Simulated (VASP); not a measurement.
# Pd (Fm-3m) in VASP: notebook, part 2 of 2

VASP 6.6.1.

**3. Relaxation of volume and atoms at fixed shape, LDA**

This run uses another cell than the first one, of 14.72 Å³/atom.

File INCAR:

```
PREC = Accurate
ENCUT = 500
EDIFF = 1E-7
ISMEAR = 1
SIGMA = 0.05
LREAL = F
LASPH = T
NELM = 120
ALGO = Normal
ISIF = 8
LWAVE = F
LCHARG = F
IBRION = 2
NSW = 60
EDIFFG = -0.01
GGA_COMPAT = F
NELMIN = 4
```

File KPOINTS:

```
regular mesh
0
Gamma
  5 5 5
```

File POSCAR:

```
Pd
1.0
    3.8900000000      0.0000000000      0.0000000000
    0.0000000000      3.8900000000      0.0000000000
    0.0000000000      0.0000000000      3.8900000000
Pd
4
Direct
    0.0000000000      0.0000000000      0.0000000000
    0.0000000000      0.5000000000      0.5000000000
    0.5000000000      0.0000000000      0.5000000000
    0.5000000000      0.5000000000      0.0000000000
```

Potentials or basis: VASP PAW LDA potentials, release 64 (Pd).

Command:

```
cat potpaw_LDA.64/Pd/POTCAR > POTCAR
mpirun -np 1 vasp_std > vasp.out
```

OUTCAR:

```text
PREC = Accurate
   ENCUT = 500
   EDIFF = 1E-7
   ISMEAR = 1
   LREAL = F
   LASPH = T
   NELM = 120
   ISIF = 8
   IBRION = 2
   NSW = 60
   EDIFFG = -0.01
   NELMIN = 4

 ion  position               nearest neighbor table
   1  0.000  0.000  0.000-   2 2.75   3 2.75   4 2.75   2 2.75   3 2.75   2 2.75   4 2.75   2 2.75
                             3 2.75   4 2.75   3 2.75   4 2.75
   2  0.000  0.500  0.500-   1 2.75   3 2.75   4 2.75   1 2.75   4 2.75   1 2.75   3 2.75   1 2.75
                             3 2.75   4 2.75   4 2.75   3 2.75
   3  0.500  0.000  0.500-   1 2.75   2 2.75   4 2.75   1 2.75   4 2.75   2 2.75   4 2.75   4 2.75
                             1 2.75   2 2.75   1 2.75   2 2.75
   4  0.500  0.500  0.000-   1 2.75   2 2.75   3 2.75   2 2.75   3 2.75   1 2.75   3 2.75   3 2.75
                             1 2.75   2 2.75   2 2.75   1 2.75

  LATTYP: Found a simple cubic cell.
 ALAT       =     3.8900000000

  Lattice vectors:

 A1 = (   3.8900000000,   0.0000000000,   0.0000000000)
 A2 = (   0.0000000000,   3.8900000000,   0.0000000000)
[... 186 lines left out ...]
 fundamental gap:      0.0568152864
 Fermi energy:         9.5554107478

 k-point     1 :       0.0000    0.0000    0.0000
  band No.  band energies     occupation
      1       2.3761      2.00000
      2       4.1755      2.00000
      3       4.1755      2.00000
      4       4.1755      2.00000
      5       4.4609      2.00000
      6       4.4609      2.00000
[... 372 lines left out ...]
--------------------------------------- Ionic step        4  -------------------------------------------

 number of electron      40.0000041 magnetization

 Free energy of the ion-electron system (eV)
  ---------------------------------------------------
  ext. energy  EPLUGINS =         0.00000000
  ---------------------------------------------------
  free energy    TOTEN  =       -26.01892079 eV

  energy without entropy =      -26.02331726  energy(sigma->0) =      -26.02038628

 E-fermi :  10.2596     XC(G=0): -13.7779

 val. band max:       10.2292688579   @ k =   0.4000   0.2000   0.2000
 cond. band min:      10.2902659976   @ k =   0.0000   0.0000   0.0000
 fundamental gap:      0.0609971397
 Fermi energy:        10.2596201496

 k-point     1 :       0.0000    0.0000    0.0000
  band No.  band energies     occupation
      1       2.7631      2.00000
      2       4.5259      2.00000
      3       4.5259      2.00000
      4       4.5259      2.00000
      5       4.8302      2.00000
      6       4.8302      2.00000
[... 290 lines left out ...]
  FREE ENERGIE OF THE ION-ELECTRON SYSTEM (eV)
  ---------------------------------------------------
  free  energy   TOTEN  =       -26.0189207896 eV

  energy  without entropy=      -26.0233172563  energy(sigma->0) =      -26.02038628

 reached required accuracy - stopping structural energy minimisation
```

OSZICAR:

```text
N       E                     dE             d eps       ncg     rms          rms(c)
DAV:   1     0.252854191943E+03    0.25285E+03   -0.20169E+04   480   0.158E+03
DAV:   2    -0.215670786886E+02   -0.27442E+03   -0.26763E+03   576   0.354E+02
DAV:   3    -0.272551363804E+02   -0.56881E+01   -0.56389E+01   504   0.573E+01
[... 33 lines left out ...]
DAV:   1    -0.260192140794E+02   -0.32415E-03   -0.55744E-03   480   0.674E-01    0.118E-01
DAV:   2    -0.260189240728E+02    0.29001E-03   -0.10020E-03   480   0.266E-01    0.298E-02
DAV:   3    -0.260189207959E+02    0.32769E-05   -0.14948E-05   488   0.256E-02    0.174E-02
DAV:   4    -0.260189207870E+02    0.89763E-08   -0.34872E-06   480   0.125E-02    0.136E-03
DAV:   5    -0.260189207896E+02   -0.26221E-08   -0.21619E-07   280   0.376E-03
   4 F= -.26018921E+02 E0= -.26020386E+02  d E =-.617570E-01
```

Run time: 61 s. Hardware: 1 thread of AMD EPYC 7R43 (Zen 3), shared host; peak memory 0.1 GiB.

What came out:

| Item | Value |
| --- | --- |
| Free energy | -26.0189 eV |
| Relaxed volume | 14.14 Å³/atom |
| Relaxed cell | a = 3.839 Å, b = 3.839 Å, c = 3.839 Å, α = 90.00°, β = 90.00°, γ = 90.00° |
| Space group after relaxing (to 0.1 Å) | Fm-3m (No. 225) |
| Energy gained by relaxing | 15.4 meV/atom |
| Ionic steps | 4 |
| Pressure after relaxing | 0.0 GPa |
| Band gap on the k mesh | zero (bands 20 and 21 overlap by 0.47 eV) |

Step by step:
| step | energy change (eV) | largest force (eV/Å) | pressure (GPa) | volume (Å³) |
| --- | --- | --- | --- | --- |
| 1 | 0.0000 | 0.0000 | -8.21 | 58.86 |
| 2 | 0.1594 | 0.0000 | 19.68 | 52.67 |
| 3 | -0.0617 | 0.0000 | -0.20 | 56.60 |
| 4 | -0.0618 | 0.0000 | -0.02 | 56.56 |

Final structure:
```yaml
crystal:
  lattice:
    - [3.83855, 0.00000, 0.00000]
    - [0.00000, 3.83855, 0.00000]
    - [0.00000, 0.00000, 3.83855]
  atoms:
    - { symbol: Pd, position: [0.00000, 0.00000, 0.00000] }
    - { symbol: Pd, position: [0.00000, 0.50000, 0.50000] }
    - { symbol: Pd, position: [0.50000, 0.00000, 0.50000] }
    - { symbol: Pd, position: [0.50000, 0.50000, 0.00000] }
```

Levels at points of the mesh, in eV from the Fermi level:
| k point | band 17 | band 18 | band 19 | band 20 | band 21 | band 22 | band 23 | band 24 |
| --- | --- | --- | --- | --- | --- | --- | --- | --- |
| (0.00, 0.00, 0.00) | 0.40 | 0.40 | 0.40 | 0.40 | 0.40 | 3.32 | 3.32 | 3.32 |

The gap in the log of VASP goes by the Fermi energy; the results here count the filled bands.